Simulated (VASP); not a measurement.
Hg, 2 atoms in the cell. It takes space group Fd-3m (No. 227, cubic). Conventional cell: a = 7.239 Å, b = 7.239 Å, c = 7.239 Å, α = 90.00°, β = 90.00°, γ = 90.00°. Within 4.1 Å of Hg (site symmetry -43m) lie 4 Hg at 3.13 Å. 

- Program: VASP 6.6.1
- Task: single point
- Functional: PBE
- Potentials or basis: VASP PAW PBE potentials, release 64 (Hg)
- Cutoff: 520 eV
- k mesh: 11 × 11 × 11
- Occupations: fermi-dirac, width 0.05 eV
- Spin: no spin polarisation
- Dipole correction: no
- Further INCAR settings: ALGO = Normal; EDIFF = 1e-06; NBANDS = 19

Potentials or basis: VASP PAW PBE potentials, release 64 (Hg).

Launch:

```console
$ cat potpaw_PBE.64/Hg/POTCAR > POTCAR
$ mpirun -np 1 vasp_std > vasp.out
```

Hardware: 1 thread of AMD EPYC 9R45 96-Core Processor (Zen 5), on a shared host.

Q: How long does it take, and how much memory?

A: It took 46 s on 1 thread of AMD EPYC 9R45 96-Core Processor (Zen 5), on a shared host, peak memory 0.24 GiB. Counts: scf iterations 11, k points 56.
